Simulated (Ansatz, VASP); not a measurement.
Hg in VASP and in Ansatz

Contents of INCAR:

```
PREC     = Accurate       # precision mode
ENCUT    = 520            # plane-wave cutoff, eV
EDIFF    = 1E-6           # SCF threshold, eV
ISMEAR   = -1             # smearing method
SIGMA    = 0.1            # smearing width, eV
LREAL    = F              # projectors in reciprocal space
LASPH    = T              # aspherical terms in the spheres
NELM     = 100            # most SCF steps
ALGO     = Normal         # electronic algorithm
ISIF     = 2              # what is computed and relaxed
LWAVE    = F              # write WAVECAR
LCHARG   = F              # write CHGCAR
GGA      = PE             # functional
NBANDS   = 19             # bands
```

The input KPOINTS:

```
regular mesh
0
Gamma
  14 14 14
```

File POSCAR:

```
Hg
1.0
   -2.2339560455      2.2339560455      1.1605953146
    2.2339560455     -2.2339560455      1.1605953146
    2.2339560455      2.2339560455     -1.1605953146
Hg
2
Direct
   -0.3750000000     -0.1250000000     -0.2500000000
    0.3750000000      0.1250000000      0.2500000000
```

Input for Ansatz:

```yaml
crystal:
  lattice:
    - [-2.2339560455, 2.2339560455, 1.1605953146]
    - [2.2339560455, -2.2339560455, 1.1605953146]
    - [2.2339560455, 2.2339560455, -1.1605953146]
  atoms:
    - { symbol: Hg, position: [-0.375, -0.125, -0.25] }
    - { symbol: Hg, position: [0.375, 0.125, 0.25] }
kpoints:
  mp_grid: { grid: [14, 14, 14] }
scf:
  occupations: { method: fermi_dirac, width: 0.1 }
hamiltonian:
  xc: pbe
  pseudopotentials: { kind: nc }
output:
  forces: true
  stress: true
  eigenvalues: true
```

Change from the starting cell: volume scaled by 0.4, norm-conserving files.

Alike in both runs: task single point; functional PBE; k mesh 14 × 14 × 14; occupations fermi-dirac, width 0.1 eV; no spin polarisation.

```csv
,VASP,Ansatz
version,VASP 6.6.1,Ansatz 0.2.0
potentials or method,"VASP PAW PBE potentials, release 64 (Hg)","norm-conserving pseudopotentials, scalar-relativistic"
plane-wave cutoff (eV),520,898
valence electrons in the cell,24,40
```

VASP gave:

* pressure (GPa): 374.1
* traceless stress, the component that is largest in VASP (GPa): 0.71

Question: What did Ansatz give for the same quantities?

Answer: Pressure (GPa): 354.7; traceless stress, the component that is largest in VASP (GPa): -0.10.

Both programs put the cell under a high pressure, so it lies far from rest at this level. With one functional, cell and mesh, what is left measures potentials, basis and numerics. VASP's potentials hold 24 valence electrons a cell and Ansatz's 40, so a difference there can come from the potentials and not from the codes.

Spin-orbit coupling is off throughout. Noted on VASP's run: the cell as given lies far from equilibrium.
